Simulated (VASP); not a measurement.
# Ti4C3 (I4/mmm) in VASP: a series of runs, part 2 of 2

VASP 6.6.1. Earlier steps stand in the parts before.

**3. Single point, PBE**

This run uses another cell than the first one, of the same volume but with other edges.

The input, INCAR:

```
PREC = Accurate
ENCUT = 520
EDIFF = 1E-7
ISMEAR = 0
SIGMA = 0.2
LREAL = False
LASPH = True
NELM = 80
ALGO = Normal
ISIF = 2
LWAVE = False
LCHARG = False
GGA = PE
NBANDS = 39
```

The input, KPOINTS:

```
Automatic mesh
0
Gamma
  6 6 6
```

The input, POSCAR:

```
Ti4C3
1.0
    4.3111508267      0.0000000000      0.0000000000
    0.0000000000      4.3111508267      0.0000000000
   -2.1555754133     -2.1555754133      4.3485375086
Ti C
4 3
Direct
    0.5000000000      0.0000000000      0.0000000000
    0.7631072890      0.7631072890      0.5262145779
    0.2368927110      0.2368927110      0.4737854221
    0.0000000000      0.5000000000      0.0000000000
    0.7500000000      0.2500000000      0.5000000000
    0.2500000000      0.7500000000      0.5000000000
    0.0000000000      0.0000000000      0.0000000000
```

Potentials or basis: VASP PAW PBE potentials, release 64 (Ti_sv, C).

On the command line:

```bash
> cat potpaw_PBE.64/Ti_sv/POTCAR potpaw_PBE.64/C/POTCAR > POTCAR
> mpirun -np 1 vasp_std > vasp.out
```

OUTCAR:

```text
PREC = Accurate
   ENCUT = 520
   EDIFF = 1E-7
   ISMEAR = 0
   LREAL = False
   LASPH = True
   NELM = 80
   ISIF = 2
   GGA = PE

 ion  position               nearest neighbor table
   1  0.500  0.000  0.000-   7 2.16   7 2.16   6 2.17   5 2.17
   2  0.763  0.763  0.526-   7 2.06   6 2.16   5 2.16   5 2.16   6 2.16
   3  0.237  0.237  0.474-   7 2.06   6 2.16   5 2.16   6 2.16   5 2.16
   4  0.000  0.500  0.000-   7 2.16   7 2.16   5 2.17   6 2.17
   5  0.750  0.250  0.500-   2 2.16   3 2.16   2 2.16   3 2.16   1 2.17   4 2.17
   6  0.250  0.750  0.500-   2 2.16   3 2.16   2 2.16   3 2.16   4 2.17   1 2.17
   7  0.000  0.000  0.000-   2 2.06   3 2.06   1 2.16   4 2.16   4 2.16   1 2.16

  LATTYP: Found a body centered tetragonal cell.
 ALAT       =     4.3111508267
 C/A-ratio  =     2.0173441772

  Lattice vectors:

 A1 = (   2.1555754133,  -2.1555754134,  -4.3485375086)
 A2 = (  -2.1555754134,   2.1555754133,  -4.3485375086)
 A3 = (   2.1555754134,   2.1555754134,   4.3485375086)

Analysis of symmetry for initial positions (statically):
=====================================================================
 Subroutine PRICEL returns:
 Original cell was already a primitive cell.

 Routine SETGRP: Setting up the symmetry group for a
 body centered tetragonal supercell.

 Subroutine GETGRP returns: Found 16 space group operations
 (whereof 16 operations were pure point group operations)
 out of a pool of 16 trial point group operations.

The static configuration has the point symmetry D_4h.

Analysis of symmetry for dynamics (positions and initial velocities):
=====================================================================
 Subroutine PRICEL returns:
 Original cell was already a primitive cell.

 Routine SETGRP: Setting up the symmetry group for a
 body centered tetragonal supercell.

 Subroutine GETGRP returns: Found 16 space group operations
 (whereof 16 operations were pure point group operations)
 out of a pool of 16 trial point group operations.

[... 134 lines left out ...]
   LORBIT       =      0    0 simple, 1 ext, 2 COOP (PROOUT), +10 PAW based schemes
   GGA     = PE    functional components
   LHFCALC =     F    Hartree Fock is set to
   AEXX    =    0.0000 exact exchange contribution
   IVDW    =     0    specifies the selected vdW correction
   LEPSILON=     F    determine dielectric tensor
   LRPA    =     F    only Hartree local field effects (RPA)
 non-spin polarized calculation
 Gauss-broadening in eV      SIGMA  =   0.20
  energy-cutoff  :      520.00
  volume of cell :       80.82
 maximum number of plane-waves:      2200
   NGX = 17   NGY = 17   NGZ = 19

 number of electron      60.0000016 magnetization

 Free energy of the ion-electron system (eV)
  ---------------------------------------------------
  ext. energy  EPLUGINS =         0.00000000
  ---------------------------------------------------
  free energy    TOTEN  =       -64.25369995 eV

  energy without entropy =      -64.19866551  energy(sigma->0) =      -64.22618273

 E-fermi :   8.9032     XC(G=0): -12.2237

 val. band max:        8.8430509271   @ k =   0.1667   0.0000   0.3333
 cond. band min:       8.9100037534   @ k =   0.1667   0.0000   0.3333
 fundamental gap:      0.0669528263
 Fermi energy:         8.9032487830

 k-point     1 :       0.0000    0.0000    0.0000
  band No.  band energies     occupation
      1     -47.9770      2.00000
      2     -47.9211      2.00000
      3     -47.6407      2.00000
      4     -47.5982      2.00000
      5     -24.3662      2.00000
      6     -24.3662      2.00000
[... 997 lines left out ...]
     38      11.8061      0.00000
     39      11.9393      0.00000

 [... further k-points ...]

------------------------ aborting loop because EDIFF is reached ----------------------------------------

  FORCE on cell =-STRESS in cart. coord.  units (eV):
  Direction    XX          YY          ZZ          XY          YZ          ZX
  --------------------------------------------------------------------------------------
  -------------------------------------------------------------------------------------
  Total        0.0978042      0.0978042      0.1266007      0.0000000      0.0000000      0.0000000
  in kB        1.9388243      1.9388243      2.5096723      0.0000000      0.0000000      0.0000000
  external PRESSURE =       2.1291070 kB  Pullay stress =       0.0000000 kB

 VOLUME and BASIS-vectors are now :
 -----------------------------------------------------------------------------
  energy-cutoff  :      520.00
  volume of cell :       80.82
      direct lattice vectors                 reciprocal lattice vectors
     4.311150827  0.000000000  0.000000000     0.231956626  0.000000000  0.114981186
     0.000000000  4.311150827  0.000000000     0.000000000  0.231956626  0.114981186
    -2.155575413 -2.155575413  4.348537509     0.000000000  0.000000000  0.229962372

 POSITION                                       TOTAL-FORCE (eV/Angst)
 -----------------------------------------------------------------------------------
      2.15558      0.00000      0.00000        -0.000000      0.000000      0.000000
      2.15558      2.15558      2.28826        -0.000000     -0.000000     -0.021816
     -0.00000     -0.00000      2.06027         0.000000      0.000000      0.021816
      0.00000      2.15558      0.00000        -0.000000      0.000000      0.000000
      2.15558      0.00000      2.17427         0.000000      0.000000     -0.000000
      0.00000      2.15558      2.17427         0.000000     -0.000000      0.000000
      0.00000      0.00000      0.00000        -0.000000      0.000000      0.000000
 -----------------------------------------------------------------------------------
    total drift:                                0.000000      0.000000      0.000000

  FREE ENERGIE OF THE ION-ELECTRON SYSTEM (eV)
  ---------------------------------------------------
  free  energy   TOTEN  =       -64.2536999508 eV

  energy  without entropy=      -64.1986655067  energy(sigma->0) =      -64.22618273
```

OSZICAR:

```text
N       E                     dE             d eps       ncg     rms          rms(c)
DAV:   1     0.800432235152E+03    0.80043E+03   -0.29889E+04  2340   0.191E+03
DAV:   2     0.469907023635E+02   -0.75344E+03   -0.73082E+03  2340   0.575E+02
DAV:   3    -0.726928640489E+02   -0.11968E+03   -0.11667E+03  3671   0.191E+02
DAV:   4    -0.834936260147E+02   -0.10801E+02   -0.10757E+02  3344   0.567E+01
DAV:   5    -0.840776657224E+02   -0.58404E+00   -0.58374E+00  3637   0.122E+01    0.333E+01
DAV:   6    -0.650693732071E+02    0.19008E+02   -0.16484E+02  3377   0.760E+01    0.104E+01
DAV:   7    -0.643363535595E+02    0.73302E+00   -0.20538E+01  3240   0.254E+01    0.685E+00
DAV:   8    -0.642466322146E+02    0.89721E-01   -0.13886E+00  3402   0.100E+01    0.507E+00
DAV:   9    -0.642471070454E+02   -0.47483E-03   -0.52047E-01  3217   0.498E+00    0.126E+00
DAV:  10    -0.642498723891E+02   -0.27653E-02   -0.10488E-01  3363   0.228E+00    0.639E-01
DAV:  11    -0.642537881763E+02   -0.39158E-02   -0.18041E-02  3274   0.107E+00    0.330E-01
DAV:  12    -0.642536004280E+02    0.18775E-03   -0.66388E-03  3560   0.636E-01    0.918E-02
DAV:  13    -0.642537130789E+02   -0.11265E-03   -0.95540E-04  3132   0.208E-01    0.232E-02
DAV:  14    -0.642537063160E+02    0.67629E-05   -0.15125E-04  3504   0.101E-01    0.213E-02
DAV:  15    -0.642537007124E+02    0.56036E-05   -0.27716E-05  3233   0.413E-02    0.706E-03
DAV:  16    -0.642537003390E+02    0.37345E-06   -0.27261E-06  3704   0.131E-02    0.254E-03
DAV:  17    -0.642536999307E+02    0.40831E-06   -0.61144E-07  2891   0.428E-03    0.103E-03
DAV:  18    -0.642536999508E+02   -0.20163E-07   -0.44573E-08  1800   0.164E-03
   1 F= -.64253700E+02 E0= -.64226183E+02  d E =-.550344E-01
```

stdout:

```text
POSCAR found type information on POSCAR TiC
 POSCAR found :  2 types and       7 ions
 scaLAPACK will be used
 LDA part: xc-table for (Slater+PW92), standard interpolation
 POSCAR, INCAR and KPOINTS ok, starting setup
 FFT: planning ... GRIDC
 FFT: planning ... GRID_SOFT
 FFT: planning ... GRID
 WAVECAR not read
 entering main loop
```

Wall time 3.9 min (1 thread of AMD EPYC 7R43 (Zen 3), shared host); peak memory 0.19 GiB.

What came out:

- Free energy: -64.2537 eV
- Pressure: 0.2 GPa
- Largest force: 0.022 eV/Å
- Band gap on the k mesh: zero (bands 30 and 31 overlap by 0.93 eV)

Forces on the atoms (eV/Å):
```
Ti   0.000  0.000  0.000
Ti   0.000  0.000 -0.022
Ti   0.000  0.000  0.022
Ti   0.000  0.000  0.000
C    0.000  0.000  0.000
C    0.000  0.000  0.000
C    0.000  0.000  0.000
```

The gap in the log of VASP goes by the Fermi energy; the results here count the filled bands.